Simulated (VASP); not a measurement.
BiSbTe2S: relaxation of cell and atoms with PBE

Crystal: BiSbTe2S.

```
Sb Bi Te S
1.0
     4.67795    0.00000    0.00000
    -2.33898    4.05123    0.00000
     0.00000    0.00000    8.62528
Sb Bi Te S
1 1 2 1
Direct
  0.33333 0.66667 0.50000
  0.33333 0.66667 0.00000
  0.66667 0.33333 0.50000
  0.00000 0.00000 0.00000
  0.66667 0.33333 0.00000
```

The cell was generated, and may not be a known phase.

| Item | Value |
| --- | --- |
| Program | VASP 6.6.1 |
| Task | relaxation of cell and atoms |
| Functional | PBE |
| Potentials or basis | VASP PAW PBE potentials, release 64 (Sb, Bi_d, Te, S) |
| Cutoff | 600 eV |
| k mesh | 6 × 6 × 2 |
| Occupations | gaussian, width 0.1 eV |
| Spin | no spin polarisation |
| Dipole correction | no |
| Further INCAR settings | ALGO = Normal; EDIFF = 1e-06; IBRION = 2; EDIFFG = -0.04; NSW = 90; ISIF = 3 |

* Relaxed volume: 31.35 Å³/atom
* Relaxed cell: a = 5.354 Å, b = 5.354 Å, c = 6.313 Å, α = 90.00°, β = 90.00°, γ = 120.00°
* Space group after relaxing (to 0.1 Å): P-6m2 (No. 187)
* Pressure after relaxing: 0.0 GPa
* Band gap on the k mesh: zero (bands 19 and 20 overlap by 0.70 eV)

Stress tensor (GPa, compression positive):
```
 0.01  0.00  0.00
 0.00  0.01  0.00
 0.00  0.00 -0.07
```

Final structure:
```
Sb Bi Te S
1.0
     5.35426    0.00000    0.00000
    -2.67713    4.63693    0.00000
     0.00000    0.00000    6.31304
Sb Bi Te S
1 1 2 1
Cartesian
  0.0000 3.0913 3.1565
  0.0000 3.0913 0.0000
  2.6771 1.5456 3.1565
  0.0000 0.0000 0.0000
  2.6771 1.5456 0.0000
```

Levels at points of the mesh, in eV from the Fermi level:
```
           k point  band 17  band 18  band 19  band 20  band 21  band 22
(0.00, 0.00, 0.00)    -2.74    -2.54    -0.63     0.47     0.47     1.17
(0.50, 0.00, 0.00)    -1.45    -1.22    -0.01     1.21     1.24     1.77
(0.00, 0.00, 0.50)    -3.20    -2.48    -0.80     0.11     0.11     0.73
(0.50, 0.00, 0.50)    -1.27    -1.20    -0.29     0.06     0.40     1.20
```

Run time: 9.8 min on 1 thread of Intel(R) Xeon(R) 6975P-C (Granite Rapids) (shared host), peak memory 0.41 GiB.

Caveat: the k points lie up to 0.50 Å⁻¹ apart in the final cell, too coarse for converged energies and pressures of a metal; a cell axis changed by over 15 % at a fixed basis, so the end point is rough; spin-orbit coupling is left out, which moves the levels of the heavy elements.
